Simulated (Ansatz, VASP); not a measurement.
**SrCl2: VASP beside Ansatz**

The input INCAR:

```
PREC = Accurate
ENCUT = 520
EDIFF = 1E-6
ISMEAR = 0
SIGMA = 0.05
LREAL = False
LASPH = True
NELM = 80
ALGO = Normal
ISIF = 2
LWAVE = False
LCHARG = False
NBANDS = 19
```

The input KPOINTS:

```
Automatic mesh
0
Gamma
  6 6 6
```

POSCAR

```
SrCl2
1.0
    0.0000000000      3.4855000000      3.3460800000
    3.4855000000      0.0000000000      3.3460800000
    3.4855000000      3.4855000000      0.0000000000
Sr Cl
1 2
Direct
    0.0000000000      0.0000000000      0.0000000000
    0.2500000000      0.2500000000      0.2500000000
    0.7500000000      0.7500000000      0.7500000000
```

Input for Ansatz:

```yaml
crystal:
  lattice:
    - [0.0, 3.4855, 3.34608]
    - [3.4855, 0.0, 3.34608]
    - [3.4855, 3.4855, 0.0]
  atoms:
    - { symbol: Sr, position: [0.0, 0.0, 0.0] }
    - { symbol: Cl, position: [0.25, 0.25, 0.25] }
    - { symbol: Cl, position: [0.75, 0.75, 0.75] }
basis:
  ecutwfc: 420
kpoints:
  mp_grid: { grid: [6, 6, 6] }
hamiltonian:
  xc: lda
scf:
  occupations: { method: gaussian, width: 0.05 }
output:
  forces: true
  stress: true
  eigenvalues: true
```

Change from the starting cell: strain +0.000 along x and y, -0.040 along z, atoms carried along.

Alike in both runs: task single point; functional LDA; k mesh 6 × 6 × 6; occupations gaussian, width 0.05 eV; no spin polarisation.

|  | VASP | Ansatz |
| --- | --- | --- |
| version | VASP 6.6.1 | Ansatz 0.2.0 |
| potentials or method | VASP PAW LDA potentials, release 64 (Sr_sv, Cl), cutoff 520 eV | scalar-relativistic, plane waves, PAW |
| valence electrons in the cell | 24 | 24 |

|  | VASP | Ansatz | Ansatz less VASP |
| --- | --- | --- | --- |
| gap on the k mesh at the Fermi level (eV) | 4.81 | 4.80 | -0.004 |
| least direct gap on the mesh (eV) | 4.93 | 4.93 | +0.005 |
| pressure (GPa) | -1.2 | -1.4 | -0.15 |
| traceless stress, the component that is largest in VASP (GPa) | 1.48 | 1.49 | +0.009 |

LDA's correlation is that of Perdew and Zunger in VASP and of Perdew and Wang (1992) in Ansatz.
